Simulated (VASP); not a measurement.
TaN:

```xyz
4
Lattice="4.1356 0.0000 0.0000 0.0000 4.1356 0.0000 0.0000 0.0000 2.9850" Properties=species:S:1:pos:R:3 pbc="T T T"
Ta    0.0000    0.0000    0.0000
Ta    2.0678    2.0678    0.0000
N     2.0678    0.0000    0.0000
N     0.0000    2.0678    2.9850
```

Base run:

* Program: VASP 6.6.1
* Functional: LDA
* Potentials or basis: VASP PAW LDA potentials, release 64 (Ta_sv_GW, N)
* Cutoff: 600 eV
* k mesh: 8 × 8 × 6
* Occupations: fermi-dirac, width 0.05 eV
* Spin: no spin polarisation

Its results: band gap on the k mesh zero (band 18 reaches 11.28 eV, above the bottom of band 19 at 7.44 eV); pressure 0.9 GPa.

Question: The run is repeated on the same cell with these changes: potentials or basis from VASP PAW LDA potentials, release 64 (Ta_sv_GW, N) to VASP PAW LDA potentials, release 64 (Ta_pv, N); cutoff from 600 eV to 520 eV; further incar settings from ALGO = Normal; EDIFF = 1e-06; NBANDS = 26 to ALGO = Normal; EDIFF = 1e-06; NBANDS = 24; valence electrons from 36 to 32. What comes out?

Answer: Band gap on the k mesh zero (band 16 reaches 7.88 eV, above the bottom of band 17 at 4.05 eV); pressure 1.4 GPa.

Caveats: spin-orbit coupling is left out, which moves the levels of the heavy elements.
